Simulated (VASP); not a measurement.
Si, 1 atom in the cell. Symmetry: P6/mmm, No. 191, hexagonal system. Conventional cell: a = 2.527 Å, b = 2.527 Å, c = 2.373 Å, α = 90.00°, β = 90.00°, γ = 120.00°. Si (site symmetry 6/mmm) has 8 Si at 2.37 to 2.53 Å within 3.1 Å. 

* Program: VASP 6.6.1
* Task: single point
* Functional: PBE
* Potentials or basis: VASP PAW PBE potentials, release 64 (Si)
* Cutoff: 500 eV
* k mesh: 12 × 12 × 11
* Occupations: methfessel-paxton, width 0.1 eV
* Spin: no spin polarisation
* Dipole correction: no
* Further INCAR settings: ALGO = Normal; EDIFF = 1e-06; NBANDS = 8

Potentials or basis: VASP PAW PBE potentials, release 64 (Si).

The run is started by

```bash
$ cat potpaw_PBE.64/Si/POTCAR > POTCAR
$ mpirun -np 1 vasp_std > vasp.out
```

Hardware: 1 thread of Intel Xeon 8259CL, with other jobs on the host.

**Question.** Estimate the wall time of this run.

**Answer.** Wall time 12 s on 1 thread of Intel Xeon 8259CL, with other jobs on the host, peak memory 0.12 GiB. Counts: scf iterations 10, k points 114.
